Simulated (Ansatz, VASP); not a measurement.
**One calculation of Sr, two programs**

Contents of INCAR:

```
SYSTEM = Sr
  PREC = Accurate
  ENCUT = 520
  EDIFF = 1E-6
  ISMEAR = 0
  SIGMA = 0.15
  LREAL = .FALSE.
  LASPH = .TRUE.
  NELM = 60
  ALGO = Fast
  ISIF = 2
  LWAVE = .FALSE.
  LCHARG = .FALSE.
  NBANDS = 11
```

File KPOINTS:

```
Automatic mesh
0
G
  14 14 14
  0 0 0
```

File POSCAR:

```
Sr
1.0
   -2.4250000000      2.0612500000      2.4250000000
    2.4250000000     -2.0612500000      2.4250000000
    2.4250000000      2.0612500000     -2.4250000000
Sr
1
Direct
    0.0000000000      0.0000000000      0.0000000000
```

Input for Ansatz:

```yaml
crystal:
  lattice:
    - [-2.425, 2.06125, 2.425]
    - [2.425, -2.06125, 2.425]
    - [2.425, 2.06125, -2.425]
  atoms:
    - { symbol: Sr, position: [0.0, 0.0, 0.0] }
basis:
  ecutwfc: 420
kpoints:
  mp_grid: { grid: [14, 14, 14] }
hamiltonian:
  xc: lda
scf:
  occupations: { method: gaussian, width: 0.15 }
output:
  forces: true
  stress: true
  eigenvalues: true
```

Change from the starting cell: strain -0.1500 x Voigt [0, 1, 0, 0, 0, 0], atoms carried along.

Alike in both runs: task single point; functional LDA; k mesh 14 × 14 × 14; occupations gaussian, width 0.15 eV; no spin polarisation.

|  | VASP | Ansatz |
| --- | --- | --- |
| version | VASP 6.6.1 | Ansatz 0.2.0 |
| potentials or method | VASP PAW LDA potentials, release 64 (Sr_sv), cutoff 520 eV | scalar-relativistic, plane waves, PAW |
| valence electrons in the cell | 10 | 10 |

|  | VASP | Ansatz | Ansatz less VASP |
| --- | --- | --- | --- |
| gap on the k mesh at the Fermi level (eV) | none | none | - |
| pressure (GPa) | -0.1 | -0.1 | +0.01 |
| traceless stress, the component that is largest in VASP (GPa) | 1.05 | 1.04 | -0.011 |

LDA's correlation is that of Perdew and Zunger in VASP and of Perdew and Wang (1992) in Ansatz. A gap of «none» marks a metal or a gap that the smearing closes.
